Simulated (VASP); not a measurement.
Here is a VASP 6.6.1 calculation.

File INCAR:

```
SYSTEM = Nb
PREC     = Accurate       ! precision mode
ENCUT    = 520            ! plane-wave cutoff, eV
EDIFF    = 1E-7           ! SCF threshold, eV
ISMEAR   = 1              ! smearing method
SIGMA    = 0.1            ! smearing width, eV
LREAL    = Auto         
LASPH    = .True.         ! aspherical terms in the spheres
NELM     = 60             ! most SCF steps
ALGO     = Normal         ! electronic algorithm
ISIF     = 2              ! what is computed and relaxed
LWAVE    = .False.        ! write WAVECAR
LCHARG   = .False.        ! write CHGCAR
GGA      = PE             ! functional
NBANDS   = 118            ! bands
```

The input KPOINTS:

```
regular mesh
0
Gamma
  5 5 5
  0 0 0
```

File POSCAR:

```
Nb
1.0
    6.6171497896      0.0000000000      0.0000000000
    0.0000000000      6.6171497896      0.0000000000
    0.0000000000      0.0000000000      6.6171497896
Nb
16
Direct
    0.0000000000      0.0000000000      0.0000000000
    0.2500000000      0.2500000000      0.2500000000
    0.0000000000      0.0000000000      0.5000000000
    0.2500000000      0.2500000000      0.7500000000
    0.0000000000      0.5000000000      0.0000000000
    0.2500000000      0.7500000000      0.2500000000
    0.0000000000      0.5000000000      0.5000000000
    0.2500000000      0.7500000000      0.7500000000
    0.5000000000      0.0000000000      0.0000000000
    0.7500000000      0.2500000000      0.2500000000
    0.5000000000      0.0000000000      0.5000000000
    0.7500000000      0.2500000000      0.7500000000
    0.5000000000      0.5000000000      0.0000000000
    0.7500000000      0.7500000000      0.2500000000
    0.5000000000      0.5000000000      0.5000000000
    0.7500000000      0.7500000000      0.7500000000
```

Potentials or basis: VASP PAW PBE potentials, release 64 (Nb_sv).

Run with:

```bash
$ cat potpaw_PBE.64/Nb_sv/POTCAR > POTCAR
$ mpirun -np 1 vasp_std > vasp.out
```

Question: Estimate the band gap on the k mesh.

Answer: Zero (bands 104 and 105 overlap by 1.83 eV).

Question: Estimate the pressure.

Answer: 0.0 GPa.
